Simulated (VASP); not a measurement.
## Nb: single point with r2SCAN+D3(BJ)

Nb:

```xyz
16
Lattice="6.9148 0.0000 0.0000 0.0000 6.9148 0.0000 0.0000 0.0000 6.9148" Properties=species:S:1:pos:R:3 pbc="T T T"
Nb   -0.1614    0.1088    0.1931
Nb    3.5326   -0.1008   -0.0512
Nb    0.0965    3.3132   -0.0636
Nb    0.0761   -0.1234    3.5022
Nb    1.5932    1.6993    1.6184
Nb    3.5047    3.3605   -0.1873
Nb    3.4672    0.1675    3.5876
Nb    5.0276    1.7377    1.5164
Nb   -0.0293    3.2381    3.6483
Nb    1.5498    5.1632    1.8905
Nb    1.8472    1.8291    4.9954
Nb    3.7461    3.5894    3.4019
Nb    5.1145    5.2102    1.8631
Nb    5.2038    1.7530    5.1623
Nb    1.7532    5.1841    5.1015
Nb    5.2281    5.3436    5.2401
```

```json
{
  "Program": "VASP 6.6.1",
  "Task": "single point",
  "Functional": "r2SCAN",
  "Dispersion": "D3(BJ)",
  "Potentials or basis": "VASP PAW PBE potentials, release 64 (Nb_sv)",
  "Cutoff": "520 eV",
  "k mesh": "2 × 2 × 2",
  "Occupations": "fermi-dirac, width 0.17 eV",
  "Spin": "no spin polarisation"
}
```

```json
{
 "Pressure": "-17.9 GPa",
 "Largest force": "2.507 eV/Å",
 "Band gap on the k mesh": "zero (bands 104 and 105 overlap by 1.25 eV)",
 "Dispersion energy per atom": "-0.303 eV"
}
```

Forces in eV/Å, atoms in the order of the input:
```
Nb   0.808 -1.159 -0.895
Nb  -1.108  0.888  0.193
Nb  -0.583  0.711  0.231
Nb  -0.669  1.045 -0.066
Nb   0.895 -0.089  0.387
Nb  -0.504  1.244  0.759
Nb  -0.164 -1.256 -1.322
Nb   0.801 -0.111  1.155
Nb   0.205  1.860 -1.668
Nb   0.856 -0.289 -0.568
Nb  -0.156 -0.759  1.116
Nb  -1.811 -0.652  0.207
Nb   0.569  0.041 -0.679
Nb   0.221 -0.334  0.271
Nb   0.395 -0.096  0.769
Nb   0.246 -1.043  0.109
```

Stress tensor (GPa, compression positive):
```
-17.70  -0.13   0.06
 -0.13 -18.11   0.00
  0.06   0.00 -17.98
```

Levels at points of the mesh, in eV from the Fermi level:
```csv
k point,band 100,band 101,band 102,band 103,band 104,band 105,band 106,band 107,band 108,band 109
"(0.00, 0.00, 0.00)",0.30,0.35,0.45,0.54,0.60,0.64,0.72,0.75,0.82,0.94
"(0.50, 0.00, 0.00)",-0.25,-0.07,-0.02,0.18,0.18,0.26,0.28,0.35,0.39,0.43
"(0.00, 0.50, 0.00)",-0.18,-0.15,-0.05,0.01,0.07,0.15,0.27,0.34,0.37,0.44
"(0.00, 0.00, 0.50)",-0.22,-0.15,-0.02,0.17,0.21,0.28,0.33,0.36,0.39,0.45
"(0.50, 0.50, 0.00)",-0.47,-0.42,-0.35,-0.31,-0.27,-0.11,-0.07,-0.01,0.10,0.50
"(0.00, 0.50, 0.50)",-0.53,-0.46,-0.35,-0.32,-0.24,-0.22,-0.11,0.00,0.12,0.49
"(0.50, 0.00, 0.50)",-0.51,-0.46,-0.40,-0.35,-0.29,-0.23,-0.10,0.00,0.10,0.55
"(0.50, 0.50, 0.50)",-0.89,-0.84,-0.78,-0.74,-0.73,-0.65,-0.63,-0.59,-0.54,-0.49
```

It took 18 min on 1 thread of Intel(R) Xeon(R) 6975P-C (Granite Rapids) (shared host), peak memory 0.54 GiB.

Caveat: the k points lie up to 0.45 Å⁻¹ apart, too coarse for converged energies and pressures of a metal; the PAW data sets were made with another functional, which shifts forces and pressure a little.
